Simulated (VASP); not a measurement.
Here is a VASP 6.6.1 calculation.

INCAR

```
PREC = Accurate
ENCUT = 520
EDIFF = 1E-7
ISMEAR = -1
SIGMA = 0.02
LREAL = F
LASPH = T
NELM = 100
ALGO = Normal
ISIF = 2
LWAVE = F
LCHARG = T
GGA = PE
LELF = T
LVHAR = T
NBANDS = 41
```

Contents of KPOINTS:

```
Automatic mesh
0
Gamma
  6 4 4
```

POSCAR

```
Ga3BAs4
1.0
    3.8779264798      0.0000000000      0.0000000000
    0.0000000000      7.7935088866      0.0000000000
    0.0000000000      0.0000000000      5.5414655658
B As Ga
1 4 3
Direct
    0.0000000000      0.0000000000     -0.0117439961
    0.5000000000      0.0000000000      0.1944773856
    0.0000000000      0.2223308059      0.7701581121
    0.5000000000      0.5000000000      0.2730678046
    0.0000000000      0.7776691941      0.7701581121
    0.5000000000      0.2306848225      0.4991479462
    0.0000000000      0.5000000000      0.0055866895
    0.5000000000      0.7693151775      0.4991479462
```

Potentials or basis: VASP PAW PBE potentials, release 64 (B, As, Ga_d).

Command:

```bash
$ cat potpaw_PBE.64/B/POTCAR potpaw_PBE.64/As/POTCAR potpaw_PBE.64/Ga_d/POTCAR > POTCAR
$ mpirun -np 1 vasp_std > vasp.out
```

(1) Estimate the band gap on the k mesh.

(2) What does it give for the largest force?

Answers

(1) 0.40 eV (least direct gap 0.45 eV).

(2) 0.026 eV/Å.

Caveat: semilocal functionals underestimate gaps, and a narrow one can read as zero.
